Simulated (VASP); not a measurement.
Set up this calculation in VASP 6.6.1, as the native input.

- Task: single point
- Functional: PBE
- Potentials or basis: VASP PAW PBE potentials, release 64 (Mg, Cd, O)
- Cutoff: 520 eV
- k mesh: 12 × 12 × 4
- Occupations: gaussian, width 0.02 eV
- Spin: no spin polarisation
- Dipole correction: no
- Further INCAR settings: ALGO = Normal; EDIFF = 1e-06; NBANDS = 31

The structure of MgCd2O3 lies in POSCAR:

```
MgCd2O3
1.0
    3.2385399586      0.0000000000      0.0000000000
   -1.6192699793      2.8046578753      0.0000000000
    0.0000000000      0.0000000000      8.0896072300
Mg Cd O
1 2 3
Direct
    0.0000000000      0.0000000000      0.0000000000
    0.3333333333      0.6666666667      0.3232436066
    0.6666666667      0.3333333333      0.6767563934
    0.3333333333      0.6666666667      0.8586596505
    0.6666666667      0.3333333333      0.1413403495
    0.0000000000      0.0000000000      0.5000000000
```

The input as run:

INCAR

```
SYSTEM = MgCd2O3
ALGO = Normal ; EDIFF = 1E-6
ENCUT = 520 ; GGA = PE
ISIF = 2 ; ISMEAR = 0
LASPH = .TRUE. ; LCHARG = .FALSE.
LREAL = .FALSE. ; LWAVE = .FALSE.
NBANDS = 31 ; NELM = 100
PREC = Accurate ; SIGMA = 0.02
```

KPOINTS

```
k-points
0
G
  12 12 4
  0 0 0
```

Potentials or basis: VASP PAW PBE potentials, release 64 (Mg, Cd, O).

Command:

```sh
$ cat potpaw_PBE.64/Mg/POTCAR potpaw_PBE.64/Cd/POTCAR potpaw_PBE.64/O/POTCAR > POTCAR
$ mpirun -np 1 vasp_std > vasp.out
```

It gave:

```json
{
  "Pressure": "0.8 GPa",
  "Largest force": "0.096 eV/Å",
  "Band gap on the k mesh": "0.58 eV"
}
```

Wall time 54 s on 1 thread of Intel(R) Xeon(R) 6975P-C (Granite Rapids) (shared host), peak memory 0.27 GiB.
